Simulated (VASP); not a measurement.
Input of a VASP 6.6.1 run:

The input INCAR:

```
PREC = Accurate
ENCUT = 520
EDIFF = 1E-6
ISMEAR = -1
SIGMA = 0.13605693000000002
LREAL = False
LASPH = True
NELM = 80
ALGO = Normal
ISIF = 2
LWAVE = False
LCHARG = False
GGA = PE
NBANDS = 12
```

KPOINTS

```
Automatic mesh
0
Gamma
  14 14 14
```

File POSCAR:

```
Ti
1.0
    0.0000000000      2.0599359015      2.0599359015
    2.0599359015      0.0000000000      2.0599359015
    2.0599359015      2.0599359015      0.0000000000
Ti
1
Direct
    0.0000000000      0.0000000000      0.0000000000
```

Potentials or basis: VASP PAW PBE potentials, release 64 (Ti_sv).

Launch:

```bash
$ cat potpaw_PBE.64/Ti_sv/POTCAR > POTCAR
$ mpirun -np 1 vasp_std > vasp.out
```

Question: Predict the band gap on the k mesh.

Answer: Zero (band 6 reaches 9.03 eV, above the bottom of band 7 at 7.77 eV).

Question: Predict the pressure.

Answer: -0.3 GPa.
